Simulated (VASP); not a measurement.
# HfN (Cmcm) in VASP: notebook, part 2 of 2

VASP 6.6.1. The steps go on from the part before.

**4. Single point, LDA (mode 4 frozen in at -0.021 Å and mode 11 at -0.043 Å (largest displacements))**

Input file INCAR:

```
SYSTEM = HfN
  PREC = Accurate
  ENCUT = 520
  EDIFF = 1E-6
  ISMEAR = 0
  SIGMA = 0.15
  LREAL = .FALSE.
  LASPH = .TRUE.
  NELM = 100
  ALGO = Normal
  ISIF = 2
  LWAVE = .FALSE.
  LCHARG = .FALSE.
  NBANDS = 23
```

Input file KPOINTS:

```
regular mesh
0
G
  14 14 10
  0 0 0
```

Input file POSCAR:

```
HfN
1.0
    0.0000000000     -2.2339756809     -2.2339756809
    0.0000000000      2.2339756809     -2.2339756809
    4.4679513618      0.0000000000      0.0000000000
Hf N
2 2
Direct
    0.5051214659      0.4948785341      0.5000000000
   -0.0051214659      0.0051214659      0.0000000000
    0.5070873828      0.4929126172      0.0000000000
   -0.0070873828      0.0070873828      0.5000000000
```

Potentials or basis: VASP PAW LDA potentials, release 64 (Hf_pv, N).

On the command line:

```bash
cat potpaw_LDA.64/Hf_pv/POTCAR potpaw_LDA.64/N/POTCAR > POTCAR
mpirun -np 1 vasp_std > vasp.out
```

OUTCAR:

```text
SYSTEM = HfN
   PREC = Accurate
   ENCUT = 520
   EDIFF = 1E-6
   ISMEAR = 0
   LREAL = .FALSE.
   LASPH = .TRUE.
   NELM = 100
   ISIF = 2

 ion  position               nearest neighbor table
   1  0.505  0.495  0.500-   4 2.18   3 2.23   3 2.23   4 2.23   4 2.23   4 2.29   2 3.13   2 3.13
                             2 3.16   2 3.16   2 3.16   2 3.16   2 3.19   2 3.19
   2  0.995  0.005  0.000-   3 2.18   4 2.23   4 2.23   3 2.23   3 2.23   3 2.29   1 3.13   1 3.13
                             1 3.16   1 3.16   1 3.16   1 3.16   1 3.19   1 3.19
   3  0.507  0.493  0.000-   2 2.18   1 2.23   1 2.23   2 2.23   2 2.23   2 2.29
   4  0.993  0.007  0.500-   1 2.18   2 2.23   2 2.23   1 2.23   1 2.23   1 2.29

  LATTYP: Found a simple tetragonal cell.
 ALAT       =     3.1593187059
 C/A-ratio  =     1.4142135624

  Lattice vectors:

 A1 = (   0.0000000000,  -2.2339756809,  -2.2339756809)
 A2 = (   0.0000000000,   2.2339756809,  -2.2339756809)
 A3 = (   4.4679513618,   0.0000000000,   0.0000000000)

Analysis of symmetry for initial positions (statically):
=====================================================================
 Subroutine PRICEL returns:
 Original cell was already a primitive cell.

 Routine SETGRP: Setting up the symmetry group for a
 simple tetragonal supercell.

 Subroutine GETGRP returns: Found  8 space group operations
 (whereof  4 operations were pure point group operations)
 out of a pool of 16 trial point group operations.

The static configuration has the point symmetry C_2v.
 The point group associated with its full space group is D_2h.

Analysis of symmetry for dynamics (positions and initial velocities):
=====================================================================
 Subroutine PRICEL returns:
 Original cell was already a primitive cell.

 Routine SETGRP: Setting up the symmetry group for a
 simple tetragonal supercell.

 Subroutine GETGRP returns: Found  8 space group operations
 (whereof  4 operations were pure point group operations)
 out of a pool of 16 trial point group operations.

The dynamic configuration has the point symmetry C_2v.
 The point group associated with its full space group is D_2h.

 Subroutine INISYM returns: Found  8 space group operations
[... 125 lines left out ...]
   LORBIT       =      0    0 simple, 1 ext, 2 COOP (PROOUT), +10 PAW based schemes
   GGA     = CA    functional components
   LHFCALC =     F    Hartree Fock is set to
   AEXX    =    0.0000 exact exchange contribution
   IVDW    =     0    specifies the selected vdW correction
   LEPSILON=     F    determine dielectric tensor
   LRPA    =     F    only Hartree local field effects (RPA)
 non-spin polarized calculation
 Gauss-broadening in eV      SIGMA  =   0.15
  energy-cutoff  :      520.00
  volume of cell :       44.60
 maximum number of plane-waves:      1240
   NGX = 11   NGY = 11   NGZ = 17

 number of electron      30.0000000 magnetization

 Free energy of the ion-electron system (eV)
  ---------------------------------------------------
  ext. energy  EPLUGINS =         0.00000000
  ---------------------------------------------------
  free energy    TOTEN  =       -47.70974214 eV

  energy without entropy =      -47.69538465  energy(sigma->0) =      -47.70256339

 E-fermi :   8.5046     XC(G=0): -13.1512

 val. band max:        8.5001185985   @ k =   0.2857   0.0000   0.3000
 cond. band min:       8.5050224227   @ k =   0.1429   0.0714   0.2000
 fundamental gap:      0.0049038241
 Fermi energy:         8.5045567400

 k-point     1 :       0.0000    0.0000    0.0000
  band No.  band energies     occupation
      1     -23.2185      2.00000
      2     -22.6615      2.00000
      3     -22.6550      2.00000
      4     -22.3042      2.00000
      5     -22.3003      2.00000
      6     -22.2997      2.00000
[... 613 lines left out ...]
     22      14.1693      0.00000
     23      14.3214      0.00000

 [... further k-points ...]

------------------------ aborting loop because EDIFF is reached ----------------------------------------

  FORCE on cell =-STRESS in cart. coord.  units (eV):
  Direction    XX          YY          ZZ          XY          YZ          ZX
  --------------------------------------------------------------------------------------
  -------------------------------------------------------------------------------------
  Total       -0.4550022      0.1093102     -0.2434485      0.0000000      0.0000000      0.0000000
  in kB      -16.3466510      3.9271349     -8.7462593      0.0000000      0.0000000      0.0000000
  external PRESSURE =      -7.0552585 kB  Pullay stress =       0.0000000 kB

 VOLUME and BASIS-vectors are now :
 -----------------------------------------------------------------------------
  energy-cutoff  :      520.00
  volume of cell :       44.60
      direct lattice vectors                 reciprocal lattice vectors
     0.000000000 -2.233975681 -2.233975681     0.000000000 -0.223816223 -0.223816223
     0.000000000  2.233975681 -2.233975681     0.000000000  0.223816223 -0.223816223
     4.467951362  0.000000000  0.000000000     0.223816223  0.000000000  0.000000000

 POSITION                                       TOTAL-FORCE (eV/Angst)
 -----------------------------------------------------------------------------------
      2.23398     -0.02288     -2.23398         0.000000      0.649775      0.000000
      0.00000     -2.21109     -2.23398         0.000000     -0.649775      0.000000
      0.00000     -0.03167     -2.23398         0.000000      0.595840      0.000000
      2.23398     -2.20231     -2.23398         0.000000     -0.595840      0.000000
 -----------------------------------------------------------------------------------
    total drift:                               -0.000000     -0.000000     -0.000000

  FREE ENERGIE OF THE ION-ELECTRON SYSTEM (eV)
  ---------------------------------------------------
  free  energy   TOTEN  =       -47.7097421419 eV

  energy  without entropy=      -47.6953846457  energy(sigma->0) =      -47.70256339
```

Run time: 3.2 min. Hardware: 1 thread of Intel Xeon Platinum 8259CL at 2.50GHz (Skylake/Cascade Lake), shared host; peak memory 0.38 GiB.

What came out:

```
Free energy            : -47.7097 eV
Pressure               : -0.7 GPa
Largest force          : 0.650 eV/Å
Band gap on the k mesh : zero (band 15 reaches 11.93 eV, above the bottom of band 16 at 5.01 eV)
```

Forces on the atoms (eV/Å):
```
Hf   0.000  0.650  0.000
Hf   0.000 -0.650  0.000
N    0.000  0.596  0.000
N    0.000 -0.596  0.000
```

Caveat: the cell differs from its parent crystal (mode 4 frozen in at -0.021 Å and mode 11 at -0.043 Å (largest displacements)); spin-orbit coupling is left out, which moves the levels of the heavy elements.
